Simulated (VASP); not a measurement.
Input of a VASP 6.6.1 run:

Contents of INCAR:

```
  ALGO = Fast
  EDIFF = 1E-7
  ENCUT = 520
  GGA = PE
  ISIF = 2
  ISMEAR = 0
  LASPH = True
  LCHARG = False
  LREAL = False
  LWAVE = False
  NBANDS = 42
  NELM = 80
  PREC = Accurate
  SIGMA = 0.1
```

Contents of KPOINTS:

```
k-points
0
Gamma
  10 10 4
```

POSCAR

```
CsMoPd
1.0
    3.6118198960      0.0000000000      0.0000000000
    0.0000000000      3.6118198960      0.0000000000
    0.0000000000      0.0000000000     13.3039166278
Cs Mo Pd
2 2 2
Direct
    0.5000000000      0.0000000000      0.2273049566
    0.0000000000      0.5000000000      0.7726950434
    0.5000000000      0.0000000000      0.5096356625
    0.0000000000      0.5000000000      0.4903643375
    0.0000000000      0.0000000000      0.0000000000
    0.5000000000      0.5000000000      0.0000000000
```

Potentials or basis: VASP PAW PBE potentials, release 64 (Cs_sv, Mo_sv, Pd).

Run with:

```console
$ cat potpaw_PBE.64/Cs_sv/POTCAR potpaw_PBE.64/Mo_sv/POTCAR potpaw_PBE.64/Pd/POTCAR > POTCAR
$ mpirun -np 1 vasp_std > vasp.out
```

Problem. Predict the largest force.

Solution. 0.016 eV/Å.

Problem. Predict the band gap on the k mesh.

Solution. Zero (bands 33 and 34 overlap by 1.27 eV).

Problem. What does it give for the pressure?

Solution. 0.1 GPa.

Forces in eV/Å, atoms in the order of the input:
```
Cs   0.000  0.000  0.015
Cs   0.000  0.000 -0.015
Mo   0.000  0.000  0.016
Mo   0.000  0.000 -0.016
Pd   0.000  0.000  0.000
Pd   0.000  0.000  0.000
```

Caveat: spin-orbit coupling is left out, which moves the levels of the heavy elements.
